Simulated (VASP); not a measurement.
Crystal: Sb5O.

```
Sb O
1.0
     6.24747    0.00000    0.00000
    -3.12373    5.41047    0.00000
     0.00000    0.00000    5.02442
Sb O
5 1
Direct
  0.50000 0.00000 0.50000
  0.50000 0.50000 0.50000
  0.00000 0.50000 0.50000
  0.33333 0.66667 0.00000
  0.66667 0.33333 0.00000
  0.00000 0.00000 0.00000
```

The cell was generated, and may not be a known phase.

```yaml
Program: VASP 6.6.1
Task: relaxation of cell and atoms
Functional: PBE
Potentials_or_basis: VASP PAW PBE potentials, release 64 (Sb, O)
Cutoff: 600 eV
k_mesh: 6 × 6 × 8
Occupations: gaussian, width 0.1 eV
Spin: no spin polarisation
```

At the start: pressure 1.6 GPa; volume 28.31 Å³/atom.

**Question.** Where does the relaxation end?

**Answer.** Over 11 steps the energy falls by 71.1 meV/atom and the volume is 28.20 Å³/atom (-0.4 %); space group P6/mmm (No. 191, to 0.1 Å) before and after.

The path:
```tsv
step	energy change (eV)	largest force (eV/Å)	pressure (GPa)	volume (Å³)
1	0.0000	0.0000	1.58	169.83
2	-0.1950	0.0000	-1.17	176.63
3	-0.2156	0.0000	-2.03	179.43
4	-0.3831	0.0000	-0.86	172.82
5	-0.4242	0.0000	0.11	168.88
6	-0.4251	0.0000	0.37	167.98
7	-0.4252	0.0000	0.30	168.22
8	-0.4266	0.0000	-0.02	169.22
9	-0.4267	0.0000	0.05	169.00
10	-0.4267	0.0000	0.05	169.01
11	-0.4267	0.0000	-0.01	169.19
```

Final structure:
```xyz
6
Lattice="5.8841 0.0000 0.0000 -2.9421 5.0958 0.0000 0.0000 0.0000 5.6427" Properties=species:S:1:pos:R:3 pbc="T T T"
Sb    2.9421    0.0000    2.8214
Sb    1.4710    2.5479    2.8214
Sb   -1.4710    2.5479    2.8214
Sb    0.0000    3.3972    0.0000
Sb    2.9421    1.6986    0.0000
O     0.0000    0.0000    5.6427
```

Caveat: an odd number of electrons without spin polarisation forces a metal; a magnetic or distorted state may lie lower.
